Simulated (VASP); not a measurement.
Write the native input for VASP 6.6.1 that does the following.

```yaml
Task: single point
Functional: r2SCAN
Potentials_or_basis: VASP PAW PBE potentials, release 64 (Nb_sv, Cd)
Cutoff: 520 eV
k_mesh: 1 × 1 × 1
Occupations: gaussian, width 0.1 eV
Spin: no spin polarisation
Dipole_correction: no
Further_INCAR_settings: ALGO = Normal; EDIFF = 1e-06; NBANDS = 32
```

Crystal: NbCd3.

```
Nb Cd
1.0
     4.21500    0.00000    0.00000
     0.00000    4.21500    0.00000
     0.00000    0.00000    4.21500
Nb Cd
1 3
Direct
  0.00000 0.00000 0.00000
  0.00000 0.50000 0.50000
  0.50000 0.00000 0.50000
  0.50000 0.50000 0.00000
```

These files were run (other wordings do the same):

POSCAR

```
NbCd3
1.0
    4.2150000000      0.0000000000      0.0000000000
    0.0000000000      4.2150000000      0.0000000000
    0.0000000000      0.0000000000      4.2150000000
Nb Cd
1 3
Direct
    0.0000000000      0.0000000000      0.0000000000
    0.0000000000      0.5000000000      0.5000000000
    0.5000000000      0.0000000000      0.5000000000
    0.5000000000      0.5000000000      0.0000000000
```

INCAR.step1

```
PREC     = Accurate       # precision mode
ENCUT    = 520            # plane-wave cutoff, eV
ISMEAR   = 0              # smearing method
SIGMA    = 0.1            # smearing width, eV
LREAL    = F              # projectors in reciprocal space
LASPH    = T              # aspherical terms in the spheres
NELM     = 80             # most SCF steps
NBANDS   = 32             # bands
GGA      = PE             # functional
ALGO     = Normal         # electronic algorithm
EDIFF    = 1E-4           # SCF threshold, eV
LWAVE    = T              # write WAVECAR
LCHARG   = F              # write CHGCAR
```

INCAR.step2

```
PREC     = Accurate       # precision mode
ENCUT    = 520            # plane-wave cutoff, eV
EDIFF    = 1E-6           # SCF threshold, eV
ISMEAR   = 0              # smearing method
SIGMA    = 0.1            # smearing width, eV
LREAL    = F              # projectors in reciprocal space
LASPH    = T              # aspherical terms in the spheres
NELM     = 80             # most SCF steps
ALGO     = Normal         # electronic algorithm
ISIF     = 2              # what is computed and relaxed
LWAVE    = F              # write WAVECAR
LCHARG   = F              # write CHGCAR
METAGGA  = R2SCAN         # meta-GGA
LMIXTAU  = T            
NBANDS   = 32             # bands
ISTART   = 1
```

KPOINTS

```
Automatic mesh
0
Gamma
  1 1 1
```

Potentials or basis: VASP PAW PBE potentials, release 64 (Nb_sv, Cd).

Command:

```console
$ cat potpaw_PBE.64/Nb_sv/POTCAR potpaw_PBE.64/Cd/POTCAR > POTCAR
$ cp INCAR.step1 INCAR
$ mpirun -np 1 vasp_gam > vasp.out
$ cp INCAR.step2 INCAR
$ mpirun -np 1 vasp_gam > vasp.out
```

Results of the run:

| Quantity | Value |
| --- | --- |
| Pressure | 18.2 GPa |
| Band gap on the k mesh | zero (an odd number of electrons rules out a gap without spin polarisation) |

Caveat: the k points lie up to 1.49 Å⁻¹ apart, too coarse for converged energies and pressures of a metal; the PAW data sets were made with another functional, which shifts forces and pressure a little.

It took 19 s on 1 thread of Intel(R) Xeon(R) 6975P-C (Granite Rapids), on a shared host, peak memory 0.18 GiB.
